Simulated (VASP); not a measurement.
# Ir in VASP: single point with PBE+D3(BJ)

Aim: the single point of Ir with PBE+D3(BJ).

Everything below comes from runs of VASP 6.6.1. Logs are shortened: lines on timing, memory, paths and dates and some standing lists are left out, and cuts for length are marked.

## Step 1: The cell of the first run

The cell holds a slab with vacuum, 4 atoms: a = 2.720 Å, b = 2.720 Å, c = 27.554 Å, α = 90.00°, β = 90.00°, γ = 120.00°.

## Step 2: Single point, PBE+D3(BJ)

Contents of INCAR:

```
SYSTEM = Ir
PREC = Accurate
ENCUT = 400
EDIFF = 1E-6
ISMEAR = 1
SIGMA = 0.1
LREAL = .False.
LASPH = .True.
NELM = 120
ALGO = Normal
ISIF = 2
LWAVE = .False.
LCHARG = .True.
LDIPOL = .True.
IDIPOL = 3
DIPOL = 0.5 0.5 0.650
GGA = PE
IVDW = 12
LELF = .True.
LVHAR = .True.
LVACPOTAV = .True.
NBANDS = 26
GGA_COMPAT = .False.
NELMDL = -8
```

Contents of KPOINTS:

```
regular mesh
0
Gamma
  15 15 1
  0 0 0
```

Contents of POSCAR:

```
Ir
1.0
    2.7197522554      0.0000000000      0.0000000000
   -1.3598761277      2.3553745452      0.0000000000
    0.0000000000      0.0000000000     27.5536406592
Ir
4
Direct
    0.3333333333      0.6666666667      0.5281735786
    0.0000000000      1.0000000000      0.6105542164
    0.6666666667      0.3333333333      0.6913092594
    0.3333333333      0.6666666667      0.7709973552
```

Potentials or basis: VASP PAW PBE potentials, release 64 (Ir).

Command:

```
$ cat potpaw_PBE.64/Ir/POTCAR > POTCAR
$ mpirun -np 1 vasp_std > vasp.out
```

OUTCAR:

```text
SYSTEM = Ir
   PREC = Accurate
   ENCUT = 400
   EDIFF = 1E-6
   ISMEAR = 1
   LREAL = .False.
   LASPH = .True.
   NELM = 120
   ISIF = 2
   GGA = PE
   IVDW = 12
   NELMDL = -8
 IVDW          = 12

 ion  position               nearest neighbor table
   1  0.333  0.667  0.528-   2 2.76   2 2.76   2 2.76
   2  0.000  0.000  0.611-   3 2.72   3 2.72   3 2.72   1 2.76   1 2.76   1 2.76
   3  0.667  0.333  0.691-   4 2.70   4 2.70   4 2.70   2 2.72   2 2.72   2 2.72
   4  0.333  0.667  0.771-   3 2.70   3 2.70   3 2.70

  LATTYP: Found a hexagonal cell.
 ALAT       =     2.7197522554
 C/A-ratio  =    10.1309377001

  Lattice vectors:

 A1 = (   2.7197522554,   0.0000000000,   0.0000000000)
 A2 = (  -1.3598761277,   2.3553745452,   0.0000000000)
 A3 = (   0.0000000000,   0.0000000000,  27.5536406592)

Analysis of symmetry for initial positions (statically):
=====================================================================
 Subroutine PRICEL returns:
 Original cell was already a primitive cell.

 Routine SETGRP: Setting up the symmetry group for a
 hexagonal supercell.

 Subroutine GETGRP returns: Found  6 space group operations
 (whereof  6 operations were pure point group operations)
 out of a pool of 24 trial point group operations.

The static configuration has the point symmetry C_3v.

Analysis of symmetry for dynamics (positions and initial velocities):
=====================================================================
 Subroutine PRICEL returns:
 Original cell was already a primitive cell.

 Routine SETGRP: Setting up the symmetry group for a
 hexagonal supercell.

 Subroutine GETGRP returns: Found  6 space group operations
 (whereof  6 operations were pure point group operations)
 out of a pool of 24 trial point group operations.

The dynamic configuration has the point symmetry C_3v.

 Subroutine INISYM returns: Found  6 space group operations
 (whereof  6 operations are pure point group operations),
 and found     1 'primitive' translations

----------------------------------------------------------------------------------------

                                     Primitive cell

  volume of cell :     176.5096

  direct lattice vectors                    reciprocal lattice vectors
     2.719752255  0.000000000  0.000000000     0.367680548  0.212280463  0.000000000
    -1.359876128  2.355374545  0.000000000     0.000000000  0.424560927  0.000000000
     0.000000000  0.000000000 27.553640659     0.000000000  0.000000000  0.036292845

  length of vectors
     2.719752255  2.719752255 27.553640659     0.424560927  0.424560927  0.036292845

  position of ions in fractional coordinates (direct lattice)
     0.333333333  0.666666667  0.528173579
     0.000000000  0.000000000  0.610554216
     0.666666667  0.333333333  0.691309259
     0.333333333  0.666666667  0.770997355

  ion indices of the primitive-cell ions
   primitive index   ion index
                 1           1
                 2           2
                 3           3
                 4           4

----------------------------------------------------------------------------------------

 KPOINTS: regular mesh

Automatic generation of k-mesh.
 Grid dimensions read from file:
 generate k-points for:   15   15    1

 Generating k-lattice:

  Cartesian coordinates                     Fractional coordinates (reciprocal lattice)
     0.024512037  0.014152031  0.000000000     0.066666667  0.000000000  0.000000000
     0.000000000  0.028304062  0.000000000     0.000000000  0.066666667  0.000000000
     0.000000000  0.000000000  0.036292845     0.000000000  0.000000000  1.000000000

  Length of vectors
     0.028304062  0.028304062  0.036292845

  Shift w.r.t. Gamma in fractional coordinates (k-lattice)
     0.000000000  0.000000000  0.000000000

 Subroutine IBZKPT returns following result:
 ===========================================

 Found     27 irreducible k-points:

 Following reciprocal coordinates:
            Coordinates               Weight
  0.000000  0.000000  0.000000      1.000000
  0.066667  0.000000  0.000000      6.000000
  0.133333 -0.000000  0.000000      6.000000
  0.200000  0.000000  0.000000      6.000000
  0.266667 -0.000000  0.000000      6.000000
  0.333333 -0.000000  0.000000      6.000000
[... 16 lines left out ...]
  0.333333  0.200000  0.000000     12.000000
  0.400000  0.200000  0.000000      6.000000
 [... further k-points ...]
   k-points           NKPTS =     27   k-points in BZ     NKDIM =     27   number of bands    NBANDS=     26
   number of dos      NEDOS =    301   number of ions     NIONS =      4
   total plane-waves  NPLWV =  58320
   dimension x,y,z NGX =    18 NGY =   18 NGZ =  180
   dimension x,y,z NGXF=    36 NGYF=   36 NGZF=  360
   ions per type =               4
   NGX,Y,Z   is equivalent  to a cutoff of  11.00, 11.00, 10.86 a.u.
   NGXF,Y,Z  is equivalent  to a cutoff of  22.01, 22.01, 21.72 a.u.
 SYSTEM =  Ir
   PREC   = accura    normal or accurate (medium, high low for compatibility)
   ISTART =      0    job   : 0-new  1-cont  2-samecut
   ICHARG =      2    charge: 1-file 2-atom 10-const
   ISPIN  =      1    spin polarized calculation?
   LNONCOLLINEAR =      F non collinear calculations
   LSORBIT =      F    spin-orbit coupling
   LASPH  =      T    aspherical Exc in radial PAW
   ENCUT  =  400.0 eV  29.40 Ry    5.42 a.u.   4.44  4.44 44.93*2*pi/ulx,y,z
   NELM   =    120;   NELMIN=  2; NELMDL= -8     # of ELM steps
   EDIFF  = 0.1E-05   stopping-criterion for ELM
   LREAL  =      F    real-space projection
   EDIFFG = 0.1E-04   stopping-criterion for IOM
   NSW    =      0    number of steps for IOM
   IBRION =     -1    ionic relax: 0-MD 1-quasi-New 2-CG
   NFREE  =      0    steps in history (QN), initial steepest desc. (CG)
   ISIF   =      2    stress and relaxation
   ISYM   =      2    0-nonsym 1-usesym 2-fastsym
   POTIM  = 0.5000    time-step for ionic-motion
   TEBEG  =    0.0;   TEEND  =   0.0 temperature during run
   PSTRESS=    0.0 pullay stress
   NELECT =      36.0000    total number of electrons
   NUPDOWN=      -1.0000    fix difference up-down
   EMIN   =  10.00;   EMAX   =-10.00  energy-range for DOS
   EFERMI =   0.00;   METHOD = LEGACY
   ISMEAR =     1;   SIGMA  =   0.10  broadening in eV -4-tet -1-fermi 0-gaus
   EFERMI_NEDOS =   21; number of points for ismear=-14 and -15
   IALGO  =     38    algorithm
   IMIX   =      4    mixing-type and parameters
     AMIX     =   0.40;   BMIX     =  1.00
     AMIX_MAG =   1.60;   BMIX_MAG =  1.00
  volume/ion in A,a.u.               =      44.13       297.79
  Fermi-wavevector in a.u.,A,eV,Ry     =   0.963651  1.821035 12.634674  0.928622
  Thomas-Fermi vector in A             =   2.093214
   LORBIT       =      0    0 simple, 1 ext, 2 COOP (PROOUT), +10 PAW based schemes
   GGA     = PE    functional components
   LHFCALC =     F    Hartree Fock is set to
   AEXX    =    0.0000 exact exchange contribution
   IVDW    =    12    specifies the selected vdW correction
   LEPSILON=     F    determine dielectric tensor
   LRPA    =     F    only Hartree local field effects (RPA)
 non-spin polarized calculation
 Methfessel and Paxton  Order N= 1 SIGMA  =   0.10
  energy-cutoff  :      400.00
  volume of cell :      176.51
 maximum number of plane-waves:      3287
 NGX is ok and might be reduce to    18
   NGX =  9   NGY =  9   NGZ = 89

 dipolmoment           0.000000      0.000000      0.419614 electrons x Angstroem

 number of electron      35.9999996 magnetization

 dipolmoment           0.000000      0.000000     -0.001528 electrons x Angstroem

 Free energy of the ion-electron system (eV)
  ---------------------------------------------------
  ext. energy  EPLUGINS =         0.00000000
  ---------------------------------------------------
  free energy    TOTEN  =       -33.59637529 eV

  energy without entropy =      -33.59646983  energy(sigma->0) =      -33.59640680

 E-fermi :  -0.4251     XC(G=0):  -5.2479

 val. band max:       -0.4313949684   @ k =   0.4667  -0.0000   0.0000
 cond. band min:      -0.3948652474   @ k =   0.2667   0.1333   0.0000
 fundamental gap:      0.0365297211
 Fermi energy:        -0.4250603476

 k-point     1 :       0.0000    0.0000    0.0000
  band No.  band energies     occupation
      1     -10.8569      2.00000
      2      -9.3869      2.00000
      3      -8.2289      2.00000
      4      -8.1128      2.00000
      5      -4.4464      2.00000
      6      -4.2977      2.00000
[... 18 lines left out ...]
     25       0.2815     -0.00000
     26       4.7940      0.00000

 k-point     2 :       0.0667    0.0000    0.0000
  band No.  band energies     occupation
      1     -10.6855      2.00000
      2      -9.2179      2.00000
      3      -8.0585      2.00000
      4      -7.9393      2.00000
      5      -4.5727      2.00000
      6      -4.4749      2.00000
[... 18 lines left out ...]
     25       1.2335     -0.00000
     26       4.9170      0.00000

 k-point     3 :       0.1333   -0.0000    0.0000
  band No.  band energies     occupation
      1     -10.1959      2.00000
      2      -8.7483      2.00000
      3      -7.5957      2.00000
      4      -7.4573      2.00000
      5      -4.9935      2.00000
      6      -4.7572      2.00000
[... 18 lines left out ...]
     25       2.4794      0.00000
     26       5.2496      0.00000

 k-point     4 :       0.2000    0.0000    0.0000
  band No.  band energies     occupation
      1      -9.4730      2.00000
      2      -8.1220      2.00000
      3      -7.0634      2.00000
      4      -6.8095      2.00000
      5      -5.5422      2.00000
      6      -5.0878      2.00000
[... 18 lines left out ...]
     25       3.7096      0.00000
     26       5.7777      0.00000

 k-point     5 :       0.2667   -0.0000    0.0000
  band No.  band energies     occupation
      1      -8.6973      2.00000
      2      -7.6462      2.00000
      3      -6.8716      2.00000
      4      -6.4129      2.00000
      5      -6.0777      2.00000
      6      -5.2650      2.00000
[... 18 lines left out ...]
     25       4.8459      0.00000
     26       6.4626      0.00000

 k-point     6 :       0.3333   -0.0000    0.0000
  band No.  band energies     occupation
      1      -8.1527      2.00000
      2      -7.5663      2.00000
      3      -6.9387      2.00000
      4      -6.6941      2.00000
      5      -6.3483      2.00000
      6      -5.5476      2.00000
[... 427 lines left out ...]
 k-point    21 :       0.2000    0.2000    0.0000
  band No.  band energies     occupation
      1      -7.5488      2.00000
      2      -6.9724      2.00000
      3      -6.4262      2.00000
      4      -5.9378      2.00000
      5      -5.8731      2.00000
      6      -5.3363      2.00000
[... 18 lines left out ...]
     25       6.5196      0.00000
     26       7.5576      0.00000

 k-point    22 :       0.2667    0.2000    0.0000
  band No.  band energies     occupation
      1      -7.1168      2.00000
      2      -6.9298      2.00000
      3      -6.4495      2.00000
      4      -6.1562      2.00000
      5      -5.6404      2.00000
      6      -5.3491      2.00000
[... 18 lines left out ...]
     25       7.5141      0.00000
     26       8.1810      0.00000

 k-point    23 :       0.3333    0.2000    0.0000
  band No.  band energies     occupation
      1      -7.0551      2.00000
      2      -6.9938      2.00000
      3      -6.4607      2.00000
      4      -6.1338      2.00000
      5      -5.6989      2.00000
      6      -5.4224      2.00000
[... 18 lines left out ...]
     25       6.5471      0.00000
     26       7.1540      0.00000

 k-point    24 :       0.4000    0.2000    0.0000
  band No.  band energies     occupation
      1      -7.1000      2.00000
      2      -6.9851      2.00000
      3      -6.5055      2.00000
      4      -6.0391      2.00000
      5      -5.7985      2.00000
      6      -5.4604      2.00000
[... 18 lines left out ...]
     25       6.5646      0.00000
     26       6.6195      0.00000

 [... further k-points ...]

------------------------ aborting loop because EDIFF is reached ----------------------------------------

 Edisp (eV)   -2.14065

 E8    (eV) :    -1.0345

  FORCE on cell =-STRESS in cart. coord.  units (eV):
  Direction    XX          YY          ZZ          XY          YZ          ZX
  --------------------------------------------------------------------------------------
  -------------------------------------------------------------------------------------
  Total      -4.63020    -4.63020    -3.12033     0.00000     0.00000     0.00000
  in kB     -42.02836   -42.02836   -28.32319     0.00000     0.00000     0.00000
  external pressure =      -37.46 kB  Pullay stress =        0.00 kB

 VOLUME and BASIS-vectors are now :
 -----------------------------------------------------------------------------
  energy-cutoff  :      400.00
  volume of cell :      176.51
      direct lattice vectors                 reciprocal lattice vectors
     2.719752255  0.000000000  0.000000000     0.367680548  0.212280463  0.000000000
    -1.359876128  2.355374545  0.000000000     0.000000000  0.424560927  0.000000000
     0.000000000  0.000000000 27.553640659     0.000000000  0.000000000  0.036292845

 POSITION                                       TOTAL-FORCE (eV/Angst)
 -----------------------------------------------------------------------------------
     -0.00000      1.57025     14.55310        -0.000000     -0.000000      0.807778
      0.00000      0.00000     16.82299         0.000000      0.000000     -0.361943
      1.35988      0.78512     19.04809         0.000000     -0.000000     -0.315208
     -0.00000      1.57025     21.24378        -0.000000      0.000000     -0.130627
 -----------------------------------------------------------------------------------
    total drift:                               -0.000000     -0.000000     -0.000282

  FREE ENERGIE OF THE ION-ELECTRON SYSTEM (eV)
  ---------------------------------------------------
  free  energy   TOTEN  =       -35.7370247597 eV

  energy  without entropy=      -35.7371193030  energy(sigma->0) =      -35.73705627

 vacuum level on the upper side and lower side of the slab         5.049         5.095
```

It took 4.3 min on 1 thread of Intel Xeon Platinum 8488C (Sapphire Rapids), shared host; peak memory 0.26 GiB.

Results:

* Free energy: -35.7370 eV
* Largest force: 0.808 eV/Å
* Band gap on the k mesh: zero (band 18 reaches 0.52 eV, above the bottom of band 19 at -1.64 eV)
* Dispersion energy per atom: -0.535 eV

Forces on the atoms (eV/Å):
```
Ir   0.000  0.000  0.808
Ir   0.000  0.000 -0.362
Ir   0.000  0.000 -0.315
Ir   0.000  0.000 -0.131
```

Caveat: spin-orbit coupling is left out, which moves the levels of the heavy elements.
